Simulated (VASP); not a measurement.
Input of a VASP 6.6.1 run:

INCAR

```
ALGO = Normal ; EDIFF = 1E-7
ENCUT = 520 ; GGA = PE
ISIF = 2 ; ISMEAR = 0
LASPH = True ; LCHARG = False
LREAL = False ; LWAVE = False
NBANDS = 15 ; NELM = 100
PREC = Accurate ; SIGMA = 0.01
```

Contents of KPOINTS:

```
k-points
0
Gamma
  6 6 6
```

Contents of POSCAR:

```
MgI2
1.0
    0.0000000000      3.7638621674      3.7638621674
    3.7638621674      0.0000000000      3.7638621674
    3.7638621674      3.7638621674      0.0000000000
Mg I
1 2
Direct
    0.0000000000      0.0000000000      0.0000000000
    0.2500000000      0.2500000000      0.2500000000
    0.7500000000      0.7500000000      0.7500000000
```

Potentials or basis: VASP PAW PBE potentials, release 64 (Mg, I).

The run is started by

```console
$ cat potpaw_PBE.64/Mg/POTCAR potpaw_PBE.64/I/POTCAR > POTCAR
$ mpirun -np 1 vasp_std > vasp.out
```

Question: What does it give for the band gap on the k mesh?

Answer: 0.57 eV, indirect (least direct gap 1.07 eV).

Question: Predict the pressure.

Answer: 0.0 GPa.

Caveat: spin-orbit coupling is left out, which moves the levels of the heavy elements. A k mesh can miss the band edges.
